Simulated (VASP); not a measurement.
# SiIrRu3 (Pm-3m) in VASP: notebook

The runs below take SiIrRu3 through single point, relaxation of cell and atoms, with PBE.

Program: VASP 6.6.1. These are calculated values, not measurements. Logs are shortened: lines on timing, memory, paths and dates and some standing lists are left out, and cuts for length are marked.

## 1. The cell of the first run

Symmetry: Pm-3m, No. 221, cubic system. The conventional cell has a = 4.304 Å, b = 4.304 Å, c = 4.304 Å, α = 90.00°, β = 90.00°, γ = 90.00°. Within 2.8 Å of Si (site symmetry m-3m) lie 6 Ru at 2.15 Å. Ru (site symmetry 4/mmm) has 2 Si at 2.15 Å within 2.8 Å. Within 4.0 Å of Ir (site symmetry m-3m) lie 12 Ru at 3.04 Å and 8 Si at 3.73 Å.

## 2. Single point, PBE

The input, INCAR:

```
SYSTEM = SiIrRu3
PREC = Accurate ; ENCUT = 520
EDIFF = 1E-7 ; ISMEAR = 0
SIGMA = 0.1 ; LREAL = .FALSE.
LASPH = .TRUE. ; NELM = 100
ALGO = Normal ; ISIF = 2
LWAVE = .FALSE. ; LCHARG = .TRUE.
GGA = PE ; LELF = .TRUE.
LVHAR = .TRUE. ; NBANDS = 36
```

The input, KPOINTS:

```
regular mesh
0
G
  4 4 4
  0 0 0
```

The input, POSCAR:

```
SiIrRu3
1.0
    4.3035581606      0.0000000000      0.0000000000
    0.0000000000      4.3035581606      0.0000000000
    0.0000000000      0.0000000000      4.3035581606
Si Ru Ir
1 3 1
Direct
    0.0000000000      0.0000000000      0.0000000000
    0.5000000000      0.0000000000      0.0000000000
    0.0000000000      0.5000000000      0.0000000000
    0.0000000000      0.0000000000      0.5000000000
    0.5000000000      0.5000000000      0.5000000000
```

Potentials or basis: VASP PAW PBE potentials, release 64 (Si, Ru_pv, Ir).

Run with:

```bash
$ cat potpaw_PBE.64/Si/POTCAR potpaw_PBE.64/Ru_pv/POTCAR potpaw_PBE.64/Ir/POTCAR > POTCAR
$ mpirun -np 1 vasp_std > vasp.out
```

OUTCAR:

```text
SYSTEM = SiIrRu3
   PREC = Accurate
   ENCUT = 520
   EDIFF = 1E-7
   ISMEAR = 0
   LREAL = .FALSE.
   LASPH = .TRUE.
   NELM = 100
   ISIF = 2
   GGA = PE

 ion  position               nearest neighbor table
   1  0.000  0.000  0.000-   2 2.15   3 2.15   4 2.15   4 2.15   3 2.15   2 2.15
   2  0.500  0.000  0.000-   1 2.15   1 2.15   4 3.04   5 3.04   4 3.04   5 3.04   3 3.04   5 3.04
                             5 3.04   3 3.04   3 3.04   4 3.04   4 3.04   3 3.04
   3  0.000  0.500  0.000-   1 2.15   1 2.15   4 3.04   5 3.04   4 3.04   5 3.04   2 3.04   2 3.04
                             4 3.04   4 3.04   2 3.04   5 3.04   5 3.04   2 3.04
   4  0.000  0.000  0.500-   1 2.15   1 2.15   3 3.04   5 3.04   2 3.04   2 3.04   3 3.04   3 3.04
                             5 3.04   3 3.04   2 3.04   5 3.04   2 3.04   5 3.04
   5  0.500  0.500  0.500-   2 3.04   3 3.04   4 3.04   2 3.04   3 3.04   2 3.04   4 3.04   2 3.04
                             3 3.04   4 3.04   3 3.04   4 3.04

  LATTYP: Found a simple cubic cell.
 ALAT       =     4.3035581606

  Lattice vectors:

 A1 = (   4.3035581606,   0.0000000000,   0.0000000000)
 A2 = (   0.0000000000,   4.3035581606,   0.0000000000)
 A3 = (   0.0000000000,   0.0000000000,   4.3035581606)

Analysis of symmetry for initial positions (statically):
=====================================================================
 Subroutine PRICEL returns:
 Original cell was already a primitive cell.

 Routine SETGRP: Setting up the symmetry group for a
 simple cubic supercell.

 Subroutine GETGRP returns: Found 48 space group operations
 (whereof 48 operations were pure point group operations)
 out of a pool of 48 trial point group operations.

The static configuration has the point symmetry O_h .

Analysis of symmetry for dynamics (positions and initial velocities):
=====================================================================
 Subroutine PRICEL returns:
 Original cell was already a primitive cell.

 Routine SETGRP: Setting up the symmetry group for a
 simple cubic supercell.

 Subroutine GETGRP returns: Found 48 space group operations
 (whereof 48 operations were pure point group operations)
 out of a pool of 48 trial point group operations.

The dynamic configuration has the point symmetry O_h .

 Subroutine INISYM returns: Found 48 space group operations
 (whereof 48 operations are pure point group operations),
 and found     1 'primitive' translations

----------------------------------------------------------------------------------------

                                     Primitive cell

  volume of cell :      79.7045

  direct lattice vectors                    reciprocal lattice vectors
     4.303558161  0.000000000  0.000000000     0.232365862  0.000000000  0.000000000
     0.000000000  4.303558161  0.000000000     0.000000000  0.232365862  0.000000000
     0.000000000  0.000000000  4.303558161     0.000000000  0.000000000  0.232365862

  length of vectors
     4.303558161  4.303558161  4.303558161     0.232365862  0.232365862  0.232365862

  position of ions in fractional coordinates (direct lattice)
     0.000000000  0.000000000  0.000000000
     0.500000000  0.000000000  0.000000000
     0.000000000  0.500000000  0.000000000
     0.000000000  0.000000000  0.500000000
     0.500000000  0.500000000  0.500000000

  ion indices of the primitive-cell ions
   primitive index   ion index
                 1           1
                 2           2
                 3           3
                 4           4
                 5           5

----------------------------------------------------------------------------------------

 KPOINTS: regular mesh

Automatic generation of k-mesh.
 Grid dimensions read from file:
 generate k-points for:    4    4    4

 Generating k-lattice:

  Cartesian coordinates                     Fractional coordinates (reciprocal lattice)
     0.058091465  0.000000000  0.000000000     0.250000000  0.000000000  0.000000000
     0.000000000  0.058091465  0.000000000     0.000000000  0.250000000  0.000000000
     0.000000000  0.000000000  0.058091465     0.000000000  0.000000000  0.250000000

  Length of vectors
     0.058091465  0.058091465  0.058091465

  Shift w.r.t. Gamma in fractional coordinates (k-lattice)
     0.000000000  0.000000000  0.000000000

 Subroutine IBZKPT returns following result:
 ===========================================

 Found     10 irreducible k-points:

 Following reciprocal coordinates:
            Coordinates               Weight
  0.000000  0.000000  0.000000      1.000000
  0.250000  0.000000  0.000000      6.000000
  0.500000  0.000000  0.000000      3.000000
  0.250000  0.250000  0.000000     12.000000
  0.500000  0.250000  0.000000     12.000000
  0.500000  0.500000  0.000000      3.000000
  0.250000  0.250000  0.250000      8.000000
  0.500000  0.250000  0.250000     12.000000
  0.500000  0.500000  0.250000      6.000000
  0.500000  0.500000  0.500000      1.000000
   k-points           NKPTS =     10   k-points in BZ     NKDIM =     10   number of bands    NBANDS=     36
   number of dos      NEDOS =    301   number of ions     NIONS =      5
   total plane-waves  NPLWV =  32768
   dimension x,y,z NGX =    32 NGY =   32 NGZ =   32
   dimension x,y,z NGXF=    64 NGYF=   64 NGZF=   64
   ions per type =               1   3   1
   NGX,Y,Z   is equivalent  to a cutoff of  12.36, 12.36, 12.36 a.u.
   NGXF,Y,Z  is equivalent  to a cutoff of  24.72, 24.72, 24.72 a.u.
 SYSTEM =  SiIrRu3
   PREC   = accura    normal or accurate (medium, high low for compatibility)
   ISTART =      0    job   : 0-new  1-cont  2-samecut
   ICHARG =      2    charge: 1-file 2-atom 10-const
   ISPIN  =      1    spin polarized calculation?
   LNONCOLLINEAR =      F non collinear calculations
   LSORBIT =      F    spin-orbit coupling
   LASPH  =      T    aspherical Exc in radial PAW
   ENCUT  =  520.0 eV  38.22 Ry    6.18 a.u.   8.00  8.00  8.00*2*pi/ulx,y,z
   NELM   =    100;   NELMIN=  2; NELMDL= -5     # of ELM steps
   EDIFF  = 0.1E-06   stopping-criterion for ELM
   LREAL  =      F    real-space projection
   EDIFFG = 0.1E-05   stopping-criterion for IOM
   NSW    =      0    number of steps for IOM
   IBRION =     -1    ionic relax: 0-MD 1-quasi-New 2-CG
   NFREE  =      0    steps in history (QN), initial steepest desc. (CG)
   ISIF   =      2    stress and relaxation
   ISYM   =      2    0-nonsym 1-usesym 2-fastsym
   POTIM  = 0.5000    time-step for ionic-motion
   TEBEG  =    0.0;   TEEND  =   0.0 temperature during run
   PSTRESS=    0.0 pullay stress
   NELECT =      55.0000    total number of electrons
   NUPDOWN=      -1.0000    fix difference up-down
   EMIN   =  10.00;   EMAX   =-10.00  energy-range for DOS
   EFERMI =   0.00;   METHOD = LEGACY
   ISMEAR =     0;   SIGMA  =   0.10  broadening in eV -4-tet -1-fermi 0-gaus
   EFERMI_NEDOS =   21; number of points for ismear=-14 and -15
   IALGO  =     38    algorithm
   IMIX   =      4    mixing-type and parameters
     AMIX     =   0.40;   BMIX     =  1.00
     AMIX_MAG =   1.60;   BMIX_MAG =  1.00
  volume/ion in A,a.u.               =      15.94       107.57
  Fermi-wavevector in a.u.,A,eV,Ry     =   1.446665  2.733801 28.474822  2.092840
  Thomas-Fermi vector in A             =   2.564708
   LORBIT       =      0    0 simple, 1 ext, 2 COOP (PROOUT), +10 PAW based schemes
   GGA     = PE    functional components
   LHFCALC =     F    Hartree Fock is set to
   AEXX    =    0.0000 exact exchange contribution
   IVDW    =     0    specifies the selected vdW correction
   LEPSILON=     F    determine dielectric tensor
   LRPA    =     F    only Hartree local field effects (RPA)
 non-spin polarized calculation
 Gauss-broadening in eV      SIGMA  =   0.10
  energy-cutoff  :      520.00
  volume of cell :       79.70
 maximum number of plane-waves:      2176
   NGX = 17   NGY = 17   NGZ = 17

 number of electron      55.0000038 magnetization

 Free energy of the ion-electron system (eV)
  ---------------------------------------------------
  ext. energy  EPLUGINS =         0.00000000
  ---------------------------------------------------
  free energy    TOTEN  =       -36.96845483 eV

  energy without entropy =      -36.90814739  energy(sigma->0) =      -36.93830111

 E-fermi :   8.9559     XC(G=0): -12.5354

 val. band max:        8.9493401505   @ k =   0.5000   0.2500   0.0000
 cond. band min:       8.9564716141   @ k =   0.2500   0.2500   0.0000
 fundamental gap:      0.0071314636
 Fermi energy:         8.9558836498

 k-point     1 :       0.0000    0.0000    0.0000
  band No.  band energies     occupation
      1     -33.9475      2.00000
      2     -33.9475      2.00000
      3     -33.9475      2.00000
      4     -33.5549      2.00000
      5     -33.5549      2.00000
      6     -33.5549      2.00000
[... 28 lines left out ...]
     35      15.1978      0.00000
     36      15.1978      0.00000

 k-point     2 :       0.2500    0.0000    0.0000
  band No.  band energies     occupation
      1     -33.9397      2.00000
      2     -33.9397      2.00000
      3     -33.9375      2.00000
      4     -33.5702      2.00000
      5     -33.5622      2.00000
      6     -33.5622      2.00000
[... 28 lines left out ...]
     35      15.5978      0.00000
     36      15.7781      0.00000

 k-point     3 :       0.5000    0.0000    0.0000
  band No.  band energies     occupation
      1     -33.9314      2.00000
      2     -33.9314      2.00000
      3     -33.9264      2.00000
      4     -33.5891      2.00000
      5     -33.5709      2.00000
      6     -33.5709      2.00000
[... 28 lines left out ...]
     35      15.3244      0.00000
     36      15.3999      0.00000
[... 196 lines left out ...]
 k-point     9 :       0.5000    0.5000    0.2500
  band No.  band energies     occupation
      1     -34.0966      2.00000
      2     -33.8554      2.00000
      3     -33.8180      2.00000
      4     -33.6584      2.00000
      5     -33.6326      2.00000
      6     -33.6326      2.00000
[... 28 lines left out ...]
     35      14.5500      0.00000
     36      15.1135      0.00000

 k-point    10 :       0.5000    0.5000    0.5000
  band No.  band energies     occupation
      1     -34.1380      2.00000
      2     -33.8180      2.00000
      3     -33.8180      2.00000
      4     -33.6579      2.00000
      5     -33.6579      2.00000
      6     -33.6579      2.00000
[... 28 lines left out ...]
     35      13.7312      0.00000
     36      13.7312      0.00000

------------------------ aborting loop because EDIFF is reached ----------------------------------------

  FORCE on cell =-STRESS in cart. coord.  units (eV):
  Direction    XX          YY          ZZ          XY          YZ          ZX
  --------------------------------------------------------------------------------------
  -------------------------------------------------------------------------------------
  Total        0.0659457      0.0659457      0.0659457     -0.0000000      0.0000000     -0.0000000
  in kB        1.3256039      1.3256039      1.3256039     -0.0000000      0.0000000     -0.0000000
  external PRESSURE =       1.3256039 kB  Pullay stress =       0.0000000 kB

 VOLUME and BASIS-vectors are now :
 -----------------------------------------------------------------------------
  energy-cutoff  :      520.00
  volume of cell :       79.70
      direct lattice vectors                 reciprocal lattice vectors
     4.303558161  0.000000000  0.000000000     0.232365862  0.000000000  0.000000000
     0.000000000  4.303558161  0.000000000     0.000000000  0.232365862  0.000000000
     0.000000000  0.000000000  4.303558161     0.000000000  0.000000000  0.232365862

 POSITION                                       TOTAL-FORCE (eV/Angst)
 -----------------------------------------------------------------------------------
      0.00000      0.00000      0.00000         0.000000      0.000000      0.000000
      2.15178      0.00000      0.00000         0.000000      0.000000      0.000000
      0.00000      2.15178      0.00000         0.000000      0.000000      0.000000
      0.00000      0.00000      2.15178         0.000000      0.000000      0.000000
      2.15178      2.15178      2.15178         0.000000      0.000000      0.000000
 -----------------------------------------------------------------------------------
    total drift:                                0.000000      0.000000     -0.000000

  FREE ENERGIE OF THE ION-ELECTRON SYSTEM (eV)
  ---------------------------------------------------
  free  energy   TOTEN  =       -36.9684548340 eV

  energy  without entropy=      -36.9081473949  energy(sigma->0) =      -36.93830111
```

Wall time 30 s (1 thread of Intel Xeon Platinum 8259CL at 2.50GHz (Skylake/Cascade Lake), shared host); peak memory 0.19 GiB.

Results:

| Property | Result |
| --- | --- |
| Free energy | -36.9685 eV |
| Pressure | 0.1 GPa |

Caveat: the k points lie up to 0.36 Å⁻¹ apart; spin-orbit coupling is left out, which moves the levels of the heavy elements.

## 3. Relaxation of cell and atoms, PBE

This run uses another cell than the first one, of 13.69 Å³/atom, 0.859 times its volume.

The input, INCAR:

```
ALGO = Fast ; EDIFF = 1E-7
EDIFFG = -0.04 ; ENCUT = 600
GGA = PE ; IBRION = 2
ISIF = 3 ; ISMEAR = 0
LASPH = T ; LCHARG = F
LREAL = F ; LWAVE = F
NELM = 80 ; NSW = 90
PREC = Accurate ; SIGMA = 0.1
```

The input, KPOINTS:

```
k-points
0
Gamma
  4 4 4
```

POSCAR, as its differences from that of step 2:

```diff
@@ -2,5 +2,5 @@
 1.0
-    4.3035581606      0.0000000000      0.0000000000
-    0.0000000000      4.3035581606      0.0000000000
-    0.0000000000      0.0000000000      4.3035581606
+    4.0907509600      0.0000000000      0.0000000000
+    0.0000000000      4.0907509600      0.0000000000
+    0.0000000000      0.0000000000      4.0907509600
 Si Ru Ir
```

Potentials or basis: VASP PAW PBE potentials, release 64 (Si, Ru_pv, Ir).

Run with:

```bash
$ cat potpaw_PBE.64/Si/POTCAR potpaw_PBE.64/Ru_pv/POTCAR potpaw_PBE.64/Ir/POTCAR > POTCAR
$ mpirun -np 1 vasp_std > vasp.out
```

Run time: 3.5 min. Hardware: 1 thread of Intel Xeon Platinum 8259CL at 2.50GHz (Skylake/Cascade Lake), shared host; peak memory 0.23 GiB.

It converged, with:

- Free energy: -36.9610 eV
- Relaxed volume: 15.92 Å³/atom
- Relaxed cell: a = 4.302 Å, b = 4.302 Å, c = 4.302 Å, α = 90.00°, β = 90.00°, γ = 90.00°
- Space group after relaxing (to 0.05 Å): Pm-3m (No. 221)
- Energy gained by relaxing: 247.2 meV/atom
- Ionic steps: 3
- Pressure after relaxing: 0.3 GPa

The path:
```csv
step,energy change (eV),largest force (eV/Å),pressure (GPa),volume (Å³)
1,0.0000,0.0000,40.71,68.46
2,2.7214,0.0000,-26.56,109.02
3,-1.2361,0.0000,0.33,79.62
```

Final structure:
```
Si Ru Ir
1.0
     4.30204    0.00000    0.00000
     0.00000    4.30204    0.00000
     0.00000    0.00000    4.30204
Si Ru Ir
1 3 1
Direct
  0.00000 0.00000 0.00000
  0.50000 0.00000 0.00000
  0.00000 0.50000 0.00000
  0.00000 0.00000 0.50000
  0.50000 0.50000 0.50000
```

Levels at points of the mesh, in eV from the Fermi level:
| k point | band 25 | band 26 | band 27 | band 28 | band 29 | band 30 |
| --- | --- | --- | --- | --- | --- | --- |
| (0.00, 0.00, 0.00) | 0.14 | 0.14 | 0.58 | 0.58 | 0.58 | 0.67 |
| (0.50, 0.00, 0.00) | -1.13 | -0.96 | -0.96 | -0.41 | 0.07 | 0.58 |
| (0.50, 0.50, 0.00) | -0.98 | -0.97 | -0.89 | -0.89 | -0.39 | 0.93 |
| (0.50, 0.50, 0.50) | 0.06 | 0.10 | 0.10 | 0.10 | 0.45 | 0.45 |

Caveat: the k points lie up to 0.37 Å⁻¹ apart in the final cell; the volume moved by over 15 % at a fixed basis, so the end points are rough; spin-orbit coupling is left out, which moves the levels of the heavy elements.
